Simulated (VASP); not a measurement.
# Re in VASP: a series of runs

The runs below take Re through single point, with PBEsol+D4.

All numbers are computed with VASP 6.6.1; they aren't measurements. Logs are shortened: lines on timing, memory, paths and dates and some standing lists are left out, and cuts for length are marked.

**1. The cell of the first run**

The structure is hexagonal, space group P6_3/mmc (No. 194). The conventional cell has a = 2.766 Å, b = 2.766 Å, c = 8.939 Å, α = 90.00°, β = 90.00°, γ = 120.00°. Re (site symmetry -3m) has 12 Re at 2.75 to 2.77 Å within 3.6 Å. Re (site symmetry -6m2) has 12 Re at 2.75 to 2.77 Å within 3.6 Å.

**2. Single point, PBEsol+D4**

INCAR reads:

```
PREC = Accurate ; ENCUT = 520
EDIFF = 1E-6 ; ISMEAR = 1
SIGMA = 0.3 ; LREAL = False
LASPH = True ; NELM = 80
ALGO = Normal ; ISIF = 2
LWAVE = False ; LCHARG = True
GGA = PS ; IVDW = 13
LELF = True ; LVHAR = True
NBANDS = 22
```

KPOINTS reads:

```
Automatic mesh
0
Gamma
  7 7 2
```

POSCAR reads:

```
Re
1.0
    2.7663873900      0.0000000000      0.0000000000
   -1.3831937000      2.3957617600      0.0000000000
    0.0000000000      0.0000000000      8.9388451600
Re
4
Direct
    0.0000000000      0.0000000000      0.0000000000
    0.3333333316      0.6666666681      0.2500000000
    0.0000000000      0.0000000000      0.5000000000
    0.6666666720      0.3333333319      0.7500000000
```

Potentials or basis: VASP PAW PBE potentials, release 64 (Re).

Launch:

```
$ cat potpaw_PBE.64/Re/POTCAR > POTCAR
$ mpirun -np 1 vasp_std > vasp.out
```

OUTCAR:

```text
PREC = Accurate
   ENCUT = 520
   EDIFF = 1E-6
   ISMEAR = 1
   LREAL = False
   LASPH = True
   NELM = 80
   ISIF = 2
   GGA = PS
   IVDW = 13

 ion  position               nearest neighbor table
   1  0.000  0.000  0.000-   4 2.75   2 2.75   2 2.75   2 2.75   4 2.75   4 2.75
   2  0.333  0.667  0.250-   1 2.75   3 2.75   1 2.75   3 2.75   1 2.75   3 2.75
   3  0.000  0.000  0.500-   4 2.75   2 2.75   2 2.75   2 2.75   4 2.75   4 2.75
   4  0.667  0.333  0.750-   1 2.75   3 2.75   1 2.75   3 2.75   1 2.75   3 2.75

  LATTYP: Found a hexagonal cell.
 ALAT       =     2.7663873900
 C/A-ratio  =     3.2312340608

  Lattice vectors:

 A1 = (   2.7663873900,   0.0000000000,   0.0000000000)
 A2 = (  -1.3831937000,   2.3957617600,   0.0000000000)
 A3 = (   0.0000000000,   0.0000000000,   8.9388451600)

Analysis of symmetry for initial positions (statically):
=====================================================================
 Subroutine PRICEL returns:
 Original cell was already a primitive cell.

 Routine SETGRP: Setting up the symmetry group for a
 hexagonal supercell.

 Subroutine GETGRP returns: Found 24 space group operations
 (whereof 12 operations were pure point group operations)
 out of a pool of 24 trial point group operations.

The static configuration has the point symmetry D_3d.
 The point group associated with its full space group is D_6h.

Analysis of symmetry for dynamics (positions and initial velocities):
=====================================================================
 Subroutine PRICEL returns:
 Original cell was already a primitive cell.

 Routine SETGRP: Setting up the symmetry group for a
 hexagonal supercell.

 Subroutine GETGRP returns: Found 24 space group operations
 (whereof 12 operations were pure point group operations)
 out of a pool of 24 trial point group operations.

The dynamic configuration has the point symmetry D_3d.
 The point group associated with its full space group is D_6h.

 Subroutine INISYM returns: Found 24 space group operations
 (whereof 12 operations are pure point group operations),
 and found     1 'primitive' translations

----------------------------------------------------------------------------------------

                                     Primitive cell

  volume of cell :      59.2431

  direct lattice vectors                    reciprocal lattice vectors
     2.766387390  0.000000000  0.000000000     0.361482272  0.208701888  0.000000000
    -1.383193700  2.395761760  0.000000000     0.000000000  0.417403774  0.000000000
     0.000000000  0.000000000  8.938845160     0.000000000  0.000000000  0.111871274

  length of vectors
     2.766387390  2.766387396  8.938845160     0.417403775  0.417403774  0.111871274

  position of ions in fractional coordinates (direct lattice)
     0.000000000  0.000000000  0.000000000
     0.333333332  0.666666668  0.250000000
     0.000000000  0.000000000  0.500000000
     0.666666672  0.333333332  0.750000000

  ion indices of the primitive-cell ions
   primitive index   ion index
                 1           1
                 2           2
                 3           3
                 4           4

----------------------------------------------------------------------------------------

 KPOINTS: Automatic mesh

Automatic generation of k-mesh.
 Grid dimensions read from file:
 generate k-points for:    7    7    2

 Generating k-lattice:

  Cartesian coordinates                     Fractional coordinates (reciprocal lattice)
     0.051640325  0.029814555  0.000000000     0.142857143  0.000000000  0.000000000
     0.000000000  0.059629111  0.000000000     0.000000000  0.142857143  0.000000000
     0.000000000  0.000000000  0.055935637     0.000000000  0.000000000  0.500000000

  Length of vectors
     0.059629111  0.059629111  0.055935637

  Shift w.r.t. Gamma in fractional coordinates (k-lattice)
     0.000000000  0.000000000  0.000000000

 Subroutine IBZKPT returns following result:
 ===========================================

 Found     16 irreducible k-points:

 Following reciprocal coordinates:
            Coordinates               Weight
  0.000000  0.000000  0.000000      1.000000
  0.142857  0.000000  0.000000      6.000000
  0.285714  0.000000  0.000000      6.000000
  0.428571  0.000000  0.000000      6.000000
  0.142857  0.142857  0.000000      6.000000
  0.285714  0.142857  0.000000     12.000000
[... 8 lines left out ...]
  0.428571  0.142857  0.500000      6.000000
  0.285714  0.285714  0.500000      6.000000
   k-points           NKPTS =     16   k-points in BZ     NKDIM =     16   number of bands    NBANDS=     22
   number of dos      NEDOS =    301   number of ions     NIONS =      4
   total plane-waves  NPLWV =  40320
   dimension x,y,z NGX =    24 NGY =   24 NGZ =   70
   dimension x,y,z NGXF=    48 NGYF=   48 NGZF=  140
   ions per type =               4
   NGX,Y,Z   is equivalent  to a cutoff of  14.42, 14.42, 13.02 a.u.
   NGXF,Y,Z  is equivalent  to a cutoff of  28.85, 28.85, 26.04 a.u.
 SYSTEM =  unknown system
   PREC   = accura    normal or accurate (medium, high low for compatibility)
   ISTART =      0    job   : 0-new  1-cont  2-samecut
   ICHARG =      2    charge: 1-file 2-atom 10-const
   ISPIN  =      1    spin polarized calculation?
   LNONCOLLINEAR =      F non collinear calculations
   LSORBIT =      F    spin-orbit coupling
   LASPH  =      T    aspherical Exc in radial PAW
   ENCUT  =  520.0 eV  38.22 Ry    6.18 a.u.   5.14  5.14 16.62*2*pi/ulx,y,z
   NELM   =     80;   NELMIN=  2; NELMDL= -5     # of ELM steps
   EDIFF  = 0.1E-05   stopping-criterion for ELM
   LREAL  =      F    real-space projection
   EDIFFG = 0.1E-04   stopping-criterion for IOM
   NSW    =      0    number of steps for IOM
   IBRION =     -1    ionic relax: 0-MD 1-quasi-New 2-CG
   NFREE  =      0    steps in history (QN), initial steepest desc. (CG)
   ISIF   =      2    stress and relaxation
   ISYM   =      2    0-nonsym 1-usesym 2-fastsym
   POTIM  = 0.5000    time-step for ionic-motion
   TEBEG  =    0.0;   TEEND  =   0.0 temperature during run
   PSTRESS=    0.0 pullay stress
   NELECT =      28.0000    total number of electrons
   NUPDOWN=      -1.0000    fix difference up-down
   EMIN   =  10.00;   EMAX   =-10.00  energy-range for DOS
   EFERMI =   0.00;   METHOD = LEGACY
   ISMEAR =     1;   SIGMA  =   0.30  broadening in eV -4-tet -1-fermi 0-gaus
   EFERMI_NEDOS =   21; number of points for ismear=-14 and -15
   IALGO  =     38    algorithm
   IMIX   =      4    mixing-type and parameters
     AMIX     =   0.40;   BMIX     =  1.00
     AMIX_MAG =   1.60;   BMIX_MAG =  1.00
  volume/ion in A,a.u.               =      14.81        99.95
  Fermi-wavevector in a.u.,A,eV,Ry     =   1.275209  2.409796 22.125236  1.626159
  Thomas-Fermi vector in A             =   2.407934
   LORBIT       =      0    0 simple, 1 ext, 2 COOP (PROOUT), +10 PAW based schemes
   GGA     = PS    functional components
   LHFCALC =     F    Hartree Fock is set to
   AEXX    =    0.0000 exact exchange contribution
   IVDW    =    13    specifies the selected vdW correction
   LEPSILON=     F    determine dielectric tensor
   LRPA    =     F    only Hartree local field effects (RPA)
 non-spin polarized calculation
 Methfessel and Paxton  Order N= 1 SIGMA  =   0.30
  energy-cutoff  :      520.00
  volume of cell :       59.24
 maximum number of plane-waves:      1611
 NGX is ok and might be reduce to    24
   NGX = 11   NGY = 11   NGZ = 33

 number of electron      27.9999999 magnetization

 Free energy of the ion-electron system (eV)
  ---------------------------------------------------
  ext. energy  EPLUGINS =         0.00000000
  ---------------------------------------------------
  free energy    TOTEN  =       -53.46843159 eV

  energy without entropy =      -53.44422929  energy(sigma->0) =      -53.46036416

 E-fermi :   7.7386     XC(G=0): -13.7814

 val. band max:        7.7022651229   @ k =   0.2857   0.0000   0.0000
 cond. band min:       7.7547270210   @ k =   0.1429   0.0000   0.0000
 fundamental gap:      0.0524618980
 Fermi energy:         7.7385750024

 k-point     1 :       0.0000    0.0000    0.0000
  band No.  band energies     occupation
      1      -2.2177      2.00000
      2       0.0804      2.00000
      3       0.1774      2.00000
      4       1.0661      2.00000
      5       5.1941      2.00000
      6       5.2901      2.00000
[... 14 lines left out ...]
     21      10.2265     -0.00000
     22      10.2265     -0.00000

 k-point     2 :       0.1429    0.0000    0.0000
  band No.  band energies     occupation
      1      -1.4167      2.00000
      2       0.7954      2.00000
      3       0.8814      2.00000
      4       1.8037      2.00000
      5       4.4067      2.00000
      6       4.7958      2.00000
[... 14 lines left out ...]
     21      10.1171     -0.00000
     22      10.4188     -0.00000

 k-point     3 :       0.2857    0.0000    0.0000
  band No.  band energies     occupation
      1       0.4230      2.00000
      2       1.6316      2.00000
      3       1.7320      2.00000
      4       2.6082      2.00000
      5       3.7548      2.00000
      6       3.8537      2.00000
[... 14 lines left out ...]
     21      11.1133     -0.00000
     22      11.2107     -0.00000
[... 276 lines left out ...]
 k-point    15 :       0.4286    0.1429    0.5000
  band No.  band energies     occupation
      1       2.0999      2.00000
      2       2.0999      2.00000
      3       2.1864      2.00000
      4       2.1864      2.00000
      5       2.8537      2.00000
      6       2.8537      2.00000
[... 14 lines left out ...]
     21      13.9738      0.00000
     22      13.9814      0.00000

 k-point    16 :       0.2857    0.2857    0.5000
  band No.  band energies     occupation
      1       2.6344      2.00000
      2       2.6344      2.00000
      3       2.9932      2.00000
      4       2.9932      2.00000
      5       3.9608      2.00000
      6       3.9608      2.00000
[... 14 lines left out ...]
     21      14.4687      0.00000
     22      14.4689      0.00000

------------------------ aborting loop because EDIFF is reached ----------------------------------------

  DFT-D4 for vdW energy calculation

  Edisp (eV):   -1.63627

  FORCE on cell =-STRESS in cart. coord.  units (eV):
  Direction    XX          YY          ZZ          XY          YZ          ZX
  --------------------------------------------------------------------------------------
  -------------------------------------------------------------------------------------
  Total      -4.50916    -4.50916    -3.33935     0.00000    -0.00000     0.00000
  in kB    -121.94606  -121.94606   -90.30985     0.00000    -0.00000     0.00000
  external pressure =     -111.40 kB  Pullay stress =        0.00 kB

 VOLUME and BASIS-vectors are now :
 -----------------------------------------------------------------------------
  energy-cutoff  :      520.00
  volume of cell :       59.24
      direct lattice vectors                 reciprocal lattice vectors
     2.766387390  0.000000000  0.000000000     0.361482272  0.208701888  0.000000000
    -1.383193700  2.395761760  0.000000000     0.000000000  0.417403774  0.000000000
     0.000000000  0.000000000  8.938845160     0.000000000  0.000000000  0.111871274

 POSITION                                       TOTAL-FORCE (eV/Angst)
 -----------------------------------------------------------------------------------
      0.00000      0.00000      0.00000        -0.000000      0.000000      0.000000
     -0.00000      1.59717      2.23471        -0.000000     -0.000000      0.000000
      0.00000      0.00000      4.46942        -0.000000      0.000000      0.000000
      1.38319      0.79859      6.70413         0.000000      0.000000     -0.000000
 -----------------------------------------------------------------------------------
    total drift:                               -0.000000      0.000000     -0.000000

  FREE ENERGIE OF THE ION-ELECTRON SYSTEM (eV)
  ---------------------------------------------------
  free  energy   TOTEN  =       -55.1046985001 eV

  energy  without entropy=      -55.0804961963  energy(sigma->0) =      -55.09663107
```

It took 55 s on 1 thread of Intel Xeon 8259CL, shared host; peak memory 0.19 GiB.

What came out:

* Free energy: -55.1047 eV
* Pressure: -11.1 GPa
* Band gap on the k mesh: zero (bands 14 and 15 overlap by 1.71 eV)
* Dispersion energy per atom: -0.409 eV

Caveat: the k points lie up to 0.37 Å⁻¹ apart, too coarse for converged energies and pressures of a metal; so wide a smearing shifts energies and pressures; the PAW data sets were made with another functional, which shifts forces and pressure a little; spin-orbit coupling is left out, which moves the levels of the heavy elements.

**3. Single point, PBEsol+D4**

INCAR reads:

```
SYSTEM = Re
  PREC = Accurate
  ENCUT = 520
  EDIFF = 1E-6
  ISMEAR = 1
  SIGMA = 0.3
  LREAL = .False.
  LASPH = .True.
  NELM = 80
  ALGO = Normal
  ISIF = 2
  LWAVE = .False.
  LCHARG = .False.
  GGA = PS
  IVDW = 13
  NBANDS = 22
```

KPOINTS reads:

```
regular mesh
0
Gamma
  7 7 2
  0 0 0
```

Edit POSCAR of step 2 so:

```diff
@@ -10,3 +10,3 @@
     0.3333333316      0.6666666681      0.2500000000
-    0.0000000000      0.0000000000      0.5000000000
+   -0.0041740378     -0.0083480755      0.5000000000
     0.6666666720      0.3333333319      0.7500000000
```

Potentials or basis: VASP PAW PBE potentials, release 64 (Re).

Launch:

```
$ cat potpaw_PBE.64/Re/POTCAR > POTCAR
$ mpirun -np 1 vasp_std > vasp.out
```

It took 97 s on 1 thread of Intel Xeon 8259CL, shared host; peak memory 0.2 GiB.

It converged, with:

* Free energy: -55.1040 eV
* Pressure: -11.1 GPa
* Largest force: 0.071 eV/Å
* Band gap on the k mesh: zero (bands 14 and 15 overlap by 1.71 eV)
* Dispersion energy per atom: -0.409 eV

Forces on the atoms (eV/Å):
```
Re   0.000 -0.010  0.000
Re   0.000 -0.030  0.001
Re   0.000  0.071  0.000
Re   0.000 -0.031 -0.001
```

Stress tensor (GPa, compression positive):
```
-12.17   0.00   0.00
  0.00 -12.17  -0.01
  0.00  -0.01  -9.01
```

Levels at points of the mesh, in eV from the Fermi level:
```tsv
k point	band 12	band 13	band 14	band 15	band 16	band 17
(0.00, 0.00, 0.00)	-1.21	-1.21	-1.12	-1.12	0.48	0.62
(0.00, 0.00, 0.50)	-1.45	-1.43	-1.43	-1.13	-1.13	1.13
```

Caveat: the k points lie up to 0.37 Å⁻¹ apart, too coarse for converged energies and pressures of a metal; so wide a smearing shifts energies and pressures; the PAW data sets were made with another functional, which shifts forces and pressure a little; spin-orbit coupling is left out, which moves the levels of the heavy elements.

**4. Single point, PBEsol+D4**

INCAR reads:

```
PREC = Accurate
ENCUT = 520
EDIFF = 1E-6
ISMEAR = 1
SIGMA = 0.3
LREAL = F
LASPH = T
NELM = 80
ALGO = Normal
ISIF = 2
LWAVE = F
LCHARG = F
GGA = PS
IVDW = 13
NBANDS = 22
```

KPOINTS reads:

```
regular mesh
0
Gamma
  7 7 2
```

Edit POSCAR of step 3 so:

```diff
@@ -10,3 +10,3 @@
     0.3333333316      0.6666666681      0.2500000000
-   -0.0041740378     -0.0083480755      0.5000000000
+   -0.0020870189     -0.0041740377      0.5000000000
     0.6666666720      0.3333333319      0.7500000000
```

Launch:

```
$ cat potpaw_PBE.64/Re/POTCAR > POTCAR
$ mpirun -np 1 vasp_std > vasp.out
```

Wall time 1.9 min (1 thread of Intel Xeon 8259CL, shared host); peak memory 0.2 GiB.

Results (log left out):

| Item | Value |
| --- | --- |
| Free energy | -55.1045 eV |
| Pressure | -11.1 GPa |
| Largest force | 0.035 eV/Å |
| Band gap on the k mesh | zero (bands 14 and 15 overlap by 1.71 eV) |
| Dispersion energy per atom | -0.409 eV |

Forces on the atoms (eV/Å):
```
Re   0.000 -0.005  0.000
Re   0.000 -0.015 -0.001
Re   0.000  0.035  0.000
Re   0.000 -0.015  0.001
```

Stress tensor (GPa, compression positive):
```
-12.17   0.00   0.00
  0.00 -12.17   0.00
  0.00   0.00  -9.01
```

Levels at points of the mesh, in eV from the Fermi level:
| k point | band 10 | band 11 | band 12 | band 13 | band 14 | band 15 | band 16 | band 17 | band 18 | band 19 |
| --- | --- | --- | --- | --- | --- | --- | --- | --- | --- | --- |
| (0.00, 0.00, 0.00) | -1.91 | -1.64 | -1.21 | -1.21 | -1.12 | -1.12 | 0.48 | 0.62 | 0.62 | 1.49 |
| (0.00, 0.00, 0.50) | -1.74 | -1.44 | -1.44 | -1.43 | -1.43 | -1.13 | -1.13 | 1.14 | 1.15 | 1.17 |

Caveat: the k points lie up to 0.37 Å⁻¹ apart, too coarse for converged energies and pressures of a metal; so wide a smearing shifts energies and pressures; the PAW data sets were made with another functional, which shifts forces and pressure a little; spin-orbit coupling is left out, which moves the levels of the heavy elements.

**5. Single point, PBEsol+D4**

INCAR reads:

```
PREC = Accurate ; ENCUT = 520
EDIFF = 1E-7 ; ISMEAR = 1
SIGMA = 0.3 ; LREAL = F
LASPH = T ; NELM = 60
ALGO = Normal ; ISIF = 2
LWAVE = F ; LCHARG = F
GGA = PS ; IVDW = 13
NBANDS = 22
```

KPOINTS is that of step 4.

Edit POSCAR of step 4 so:

```diff
@@ -10,3 +10,3 @@
     0.3333333316      0.6666666681      0.2500000000
-   -0.0020870189     -0.0041740377      0.5000000000
+    0.0020870189      0.0041740377      0.5000000000
     0.6666666720      0.3333333319      0.7500000000
```

Launch:

```
$ cat potpaw_PBE.64/Re/POTCAR > POTCAR
$ mpirun -np 1 vasp_std > vasp.out
```

Wall time 2 min (1 thread of Intel Xeon 8259CL, shared host); peak memory 0.21 GiB.

It converged, with:

* Free energy: -55.1045 eV
* Pressure: -11.1 GPa
* Largest force: 0.035 eV/Å
* Band gap on the k mesh: zero (bands 14 and 15 overlap by 1.71 eV)
* Dispersion energy per atom: -0.409 eV

Forces on the atoms (eV/Å):
```
Re   0.000  0.005  0.000
Re   0.000  0.015  0.000
Re   0.000 -0.035  0.000
Re   0.000  0.015  0.000
```

Stress tensor (GPa, compression positive):
```
-12.20   0.00   0.00
  0.00 -12.20   0.00
  0.00   0.00  -9.03
```

Levels at points of the mesh, in eV from the Fermi level:
| k point | band 12 | band 13 | band 14 | band 15 | band 16 | band 17 |
| --- | --- | --- | --- | --- | --- | --- |
| (0.00, 0.00, 0.00) | -1.21 | -1.21 | -1.12 | -1.12 | 0.48 | 0.62 |
| (0.00, 0.00, 0.50) | -1.44 | -1.43 | -1.43 | -1.13 | -1.13 | 1.15 |

Caveat: the k points lie up to 0.37 Å⁻¹ apart, too coarse for converged energies and pressures of a metal; so wide a smearing shifts energies and pressures; the PAW data sets were made with another functional, which shifts forces and pressure a little; spin-orbit coupling is left out, which moves the levels of the heavy elements.

[end of part 1 of 2]
